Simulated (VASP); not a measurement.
# InAs (F-43m) in VASP: notebook, part 2 of 2

VASP 6.6.1.

### 4 Single point, r2SCAN, non-collinear spin, zero start, spin-orbit coupling

File POSCAR:

```
InAs
1.0
    0.0000000000      3.0240000793      3.0240000793
    3.0240000793      0.0000000000      3.0240000793
    3.0240000793      3.0240000793      0.0000000000
In As
1 1
Direct
    0.0000000000      0.0000000000      0.0000000000
    0.7500000000      0.7500000000      0.7500000000
```

File INCAR.step1:

```
SYSTEM = InAs
PREC = Accurate
ENCUT = 520
ISMEAR = 0
SIGMA = 0.05
LREAL = .False.
LASPH = .True.
NELM = 150
MAGMOM = 0 0 0 0 0 0
LSORBIT = .True.
GGA_COMPAT = .False.
NBANDS = 30
GGA = PE
ALGO = Normal
EDIFF = 1E-4
LWAVE = .True.
LCHARG = .False.
```

File INCAR.step2:

```
SYSTEM = InAs
PREC = Accurate
ENCUT = 520
EDIFF = 1E-7
ISMEAR = 0
SIGMA = 0.05
LREAL = .False.
LASPH = .True.
NELM = 150
ALGO = Normal
ISIF = 2
LWAVE = .False.
LCHARG = .True.
MAGMOM = 0 0 0 0 0 0
LORBIT = 11
LSORBIT = .True.
GGA_COMPAT = .False.
LORBMOM = .True.
METAGGA = R2SCAN
LMIXTAU = .True.
LVHAR = .True.
NBANDS = 30
ISTART = 1
```

File KPOINTS:

```
regular mesh
0
Gamma
  6 6 6
  0 0 0
```

Potentials or basis: VASP PAW PBE potentials, release 64 (In_d, As).

Run with:

```sh
cat potpaw_PBE.64/In_d/POTCAR potpaw_PBE.64/As/POTCAR > POTCAR
cp INCAR.step1 INCAR
mpirun -np 1 vasp_ncl > vasp.out
cp INCAR.step2 INCAR
mpirun -np 1 vasp_ncl > vasp.out
```

OUTCAR:

```text
SYSTEM = InAs
   PREC = Accurate
   ENCUT = 520
   EDIFF = 1E-7
   ISMEAR = 0
   LREAL = .False.
   LASPH = .True.
   NELM = 150
   ISIF = 2
   LORBIT = 11
   LSORBIT = .True.
   METAGGA = R2SCAN
   ISTART = 1

 ion  position               nearest neighbor table
   1  0.000  0.000  0.000-   2 2.62   2 2.62   2 2.62   2 2.62
   2  0.750  0.750  0.750-   1 2.62   1 2.62   1 2.62   1 2.62

  LATTYP: Found a face centered cubic cell.
 ALAT       =     6.0480001586

  Lattice vectors:

 A1 = (   0.0000000000,   3.0240000793,   3.0240000793)
 A2 = (   3.0240000793,   0.0000000000,   3.0240000793)
 A3 = (   3.0240000793,   3.0240000793,   0.0000000000)

Analysis of symmetry for initial positions (statically):
=====================================================================
 Subroutine PRICEL returns:
 Original cell was already a primitive cell.

 Routine SETGRP: Setting up the symmetry group for a
 face centered cubic supercell.

 Subroutine GETGRP returns: Found 24 space group operations
 (whereof 24 operations were pure point group operations)
 out of a pool of 48 trial point group operations.

The static configuration has the point symmetry T_d .

Analysis of symmetry for dynamics (positions and initial velocities):
=====================================================================
 Subroutine PRICEL returns:
 Original cell was already a primitive cell.

 Routine SETGRP: Setting up the symmetry group for a
 face centered cubic supercell.

 Subroutine GETGRP returns: Found 24 space group operations
 (whereof 24 operations were pure point group operations)
 out of a pool of 48 trial point group operations.

The dynamic configuration has the point symmetry T_d .

Analysis of structural, dynamic, and magnetic symmetry:
=====================================================================
 Subroutine PRICEL returns:
 Original cell was already a primitive cell.

 Routine SETGRP: Setting up the symmetry group for a
 face centered cubic supercell.

 Subroutine GETGRP returns: Found 24 space group operations
 (whereof 24 operations were pure point group operations)
 out of a pool of 48 trial point group operations.

The overall configuration has the point symmetry T_d .

 Subroutine INISYM returns: Found 24 space group operations
 (whereof 24 operations are pure point group operations),
 and found     1 'primitive' translations

----------------------------------------------------------------------------------------

                                     Primitive cell

  volume of cell :      55.3064

  direct lattice vectors                    reciprocal lattice vectors
     0.000000000  3.024000079  3.024000079    -0.165343911  0.165343911  0.165343911
     3.024000079  0.000000000  3.024000079     0.165343911 -0.165343911  0.165343911
     3.024000079  3.024000079  0.000000000     0.165343911  0.165343911 -0.165343911

[... 867 lines left out ...]

  FORCE on cell =-STRESS in cart. coord.  units (eV):
  Direction    XX          YY          ZZ          XY          YZ          ZX
  --------------------------------------------------------------------------------------
  -------------------------------------------------------------------------------------
  Total        0.6249629      0.6249629      0.6249629      0.0000000     -0.0000000      0.0000000
  in kB       18.1046206     18.1046206     18.1046206      0.0000000     -0.0000000      0.0000000
  external PRESSURE =      18.1046206 kB  Pullay stress =       0.0000000 kB

 VOLUME and BASIS-vectors are now :
 -----------------------------------------------------------------------------
  energy-cutoff  :      520.00
  volume of cell :       55.31
      direct lattice vectors                 reciprocal lattice vectors
     0.000000000  3.024000079  3.024000079    -0.165343911  0.165343911  0.165343911
     3.024000079  0.000000000  3.024000079     0.165343911 -0.165343911  0.165343911
     3.024000079  3.024000079  0.000000000     0.165343911  0.165343911 -0.165343911

 POSITION                                       TOTAL-FORCE (eV/Angst)
 -----------------------------------------------------------------------------------
      0.00000      0.00000      0.00000         0.000000      0.000000      0.000000
      4.53600      4.53600      4.53600        -0.000000     -0.000000     -0.000000
 -----------------------------------------------------------------------------------
    total drift:                                0.000000      0.000000      0.000000

  FREE ENERGIE OF THE ION-ELECTRON SYSTEM (eV)
  ---------------------------------------------------
  free  energy   TOTEN  =       -38.0816855487 eV

  energy  without entropy=      -38.0816288530  energy(sigma->0) =      -38.08165720

 orbital moment (x)

 # of ion     p       d       tot
 ----------------------------------------
  1         0.000  -0.000   0.000
  2        -0.000  -0.000  -0.000
 ----------------------------------------
            0.000  -0.000   0.000

 orbital moment (y)

 # of ion     p       d       tot
 ----------------------------------------
  1        -0.000  -0.000  -0.000
  2         0.000   0.000   0.000
 ----------------------------------------
           -0.000  -0.000  -0.000

 orbital moment (z)

 # of ion     p       d       tot
 ----------------------------------------
  1         0.000   0.000   0.000
  2        -0.000  -0.000  -0.000
 ----------------------------------------
           -0.000   0.000  -0.000

 Spin-Orbit-Coupling matrix elements

 Ion:    1  E_soc:     -0.0688374
 l=   1
     0.0000000    -0.0052244    -0.0052244
    -0.0052244     0.0000000    -0.0052244
    -0.0052244    -0.0052244     0.0000000
 l=   2
     0.0000000    -0.0012719     0.0000000    -0.0012719    -0.0049765
    -0.0012719     0.0000000    -0.0037324    -0.0012719    -0.0012441
     0.0000000    -0.0037324     0.0000000    -0.0037324     0.0000000
    -0.0012719    -0.0012719    -0.0037324     0.0000000    -0.0012441
    -0.0049765    -0.0012441     0.0000000    -0.0012441     0.0000000
 l=   3
     0.0000000     0.0000000     0.0000000     0.0000000     0.0000000     0.0000000     0.0000000
     0.0000000     0.0000000     0.0000000     0.0000000     0.0000000     0.0000000     0.0000000
     0.0000000     0.0000000     0.0000000     0.0000000     0.0000000     0.0000000     0.0000000
     0.0000000     0.0000000     0.0000000     0.0000000     0.0000000     0.0000000     0.0000000
     0.0000000     0.0000000     0.0000000     0.0000000     0.0000000     0.0000000     0.0000000
     0.0000000     0.0000000     0.0000000     0.0000000     0.0000000     0.0000000     0.0000000
     0.0000000     0.0000000     0.0000000     0.0000000     0.0000000     0.0000000     0.0000000

 Ion:    2  E_soc:     -0.0243149
 l=   1
     0.0000000    -0.0040501    -0.0040501
    -0.0040501     0.0000000    -0.0040501
    -0.0040501    -0.0040501     0.0000000
 l=   2
     0.0000000    -0.0000013     0.0000000    -0.0000013    -0.0000011
    -0.0000013     0.0000000    -0.0000008    -0.0000013    -0.0000003
     0.0000000    -0.0000008     0.0000000    -0.0000008     0.0000000
    -0.0000013    -0.0000013    -0.0000008     0.0000000    -0.0000003
    -0.0000011    -0.0000003     0.0000000    -0.0000003     0.0000000
 l=   3
     0.0000000     0.0000000     0.0000000     0.0000000     0.0000000     0.0000000     0.0000000
     0.0000000     0.0000000     0.0000000     0.0000000     0.0000000     0.0000000     0.0000000
     0.0000000     0.0000000     0.0000000     0.0000000     0.0000000     0.0000000     0.0000000
     0.0000000     0.0000000     0.0000000     0.0000000     0.0000000     0.0000000     0.0000000
     0.0000000     0.0000000     0.0000000     0.0000000     0.0000000     0.0000000     0.0000000
     0.0000000     0.0000000     0.0000000     0.0000000     0.0000000     0.0000000     0.0000000
     0.0000000     0.0000000     0.0000000     0.0000000     0.0000000     0.0000000     0.0000000

 total charge

# of ion       s       p       d       tot
------------------------------------------
    1        0.831   0.766   9.892  11.490
    2        1.209   1.623   0.023   2.855
--------------------------------------------------
tot          2.041   2.389   9.915  14.345

 magnetization (x)

# of ion       s       p       d       tot
------------------------------------------
    1        0.000   0.000   0.000   0.000
    2       -0.000   0.000  -0.000  -0.000
--------------------------------------------------
tot          0.000   0.000   0.000   0.000

 magnetization (y)

# of ion       s       p       d       tot
------------------------------------------
    1        0.000   0.000  -0.000   0.000
    2       -0.000   0.000   0.000  -0.000
--------------------------------------------------
tot          0.000   0.000  -0.000   0.000

 magnetization (z)

# of ion       s       p       d       tot
------------------------------------------
    1       -0.000   0.000   0.000  -0.000
    2        0.000  -0.000  -0.000  -0.000
--------------------------------------------------
tot         -0.000  -0.000   0.000  -0.000
```

Wall time 2.5 min (1 thread of Intel Xeon 6975P-C (Granite Rapids), shared host); peak memory 0.38 GiB.

Results:

| Property | Result |
| --- | --- |
| Free energy | -38.0817 eV |
| Pressure | 1.8 GPa |
| Net moment | 0.00 μB per cell |
| Valence electrons inside the program's atomic spheres | In 11.49; As 2.85 |

Moments on the atoms (μB; x, y, z):
```
In  0.00 0.00 0.00
As  0.00 0.00 0.00
```

Caveat: the PAW data sets were made with another functional, which shifts forces and pressure a little.

### 5 Single point, r2SCAN, non-collinear spin, zero start, spin-orbit coupling

POSCAR is that of step 4.

File INCAR.step1:

```
SYSTEM = InAs
ALGO     = Normal         ! electronic algorithm
EDIFF    = 1E-4           ! SCF threshold, eV
ENCUT    = 520            ! plane-wave cutoff, eV
GGA      = PE             ! functional
GGA_COMPAT= .False.      
ISMEAR   = 0              ! smearing method
LASPH    = .True.         ! aspherical terms in the spheres
LCHARG   = .False.        ! write CHGCAR
LREAL    = .False.        ! projectors in reciprocal space
LSORBIT  = .True.         ! spin-orbit coupling
LWAVE    = .True.         ! write WAVECAR
MAGMOM   = 0 0 0 0 0 0    ! initial moments
NBANDS   = 30             ! bands
NELM     = 150            ! most SCF steps
PREC     = Accurate       ! precision mode
SIGMA    = 0.05           ! smearing width, eV
```

File INCAR.step2:

```
SYSTEM = InAs
ALGO     = Normal         ! electronic algorithm
EDIFF    = 1E-6           ! SCF threshold, eV
ENCUT    = 520            ! plane-wave cutoff, eV
GGA_COMPAT= .False.      
ISIF     = 2              ! what is computed and relaxed
ISMEAR   = 0              ! smearing method
ISTART   = 1            
LASPH    = .True.         ! aspherical terms in the spheres
LCHARG   = .True.         ! write CHGCAR
LMIXTAU  = .True.       
LORBIT   = 11             ! projections on sites
LORBMOM  = .True.       
LREAL    = .False.        ! projectors in reciprocal space
LSORBIT  = .True.         ! spin-orbit coupling
LVHAR    = .True.       
LWAVE    = .False.        ! write WAVECAR
MAGMOM   = 0 0 0 0 0 0    ! initial moments
METAGGA  = R2SCAN         ! meta-GGA
NBANDS   = 30             ! bands
NELM     = 150            ! most SCF steps
PREC     = Accurate       ! precision mode
SIGMA    = 0.05           ! smearing width, eV
```

File KPOINTS:

```
k-points
0
Gamma
  8 8 8
  0 0 0
```

Run with:

```sh
cat potpaw_PBE.64/In_d/POTCAR potpaw_PBE.64/As/POTCAR > POTCAR
cp INCAR.step1 INCAR
mpirun -np 1 vasp_ncl > vasp.out
cp INCAR.step2 INCAR
mpirun -np 1 vasp_ncl > vasp.out
```

Wall time 3.8 min (1 thread of Intel Xeon 6975P-C (Granite Rapids), shared host); peak memory 0.43 GiB.

It converged, with:

- Free energy: -38.0953 eV
- Pressure: 1.8 GPa
- Net moment: 0.00 μB per cell
- Valence electrons inside the program's atomic spheres: In 11.49; As 2.85

Moments on the atoms (μB; x, y, z):
```
In  0.00 0.00 0.00
As  0.00 0.00 0.00
```

Caveat: the PAW data sets were made with another functional, which shifts forces and pressure a little.

### 6 The runs side by side

| spin | cell | k mesh | pressure (GPa) | moment (μB) |
| --- | --- | --- | --- | --- |
| off | a = 4.277 Å, angles 60.0°, 2 atoms | 10 × 10 × 10 | 1.9 | - |
| non-collinear, zero start, SOC | a = 4.219 Å, angles 60.0°, 2 atoms | 6 × 6 × 6 | 4.8 | 0.00 |
| non-collinear, zero start, SOC | a = 4.277 Å, angles 60.0°, 2 atoms | 6 × 6 × 6 | 1.8 | 0.00 |
| non-collinear, zero start, SOC | a = 4.277 Å, angles 60.0°, 2 atoms | 8 × 8 × 8 | 1.8 | 0.00 |

Alike in all rows: task single point; level r2SCAN; potentials or basis VASP PAW PBE potentials, release 64 (In_d, As); cutoff (eV) 520; smearing gaussian 0.05 eV.

Caveats: the PAW data sets were made with another functional, which shifts forces and pressure a little; the cell stands under pressure (at least some runs).

Absolute energies hang on the potentials; compare differences alone.
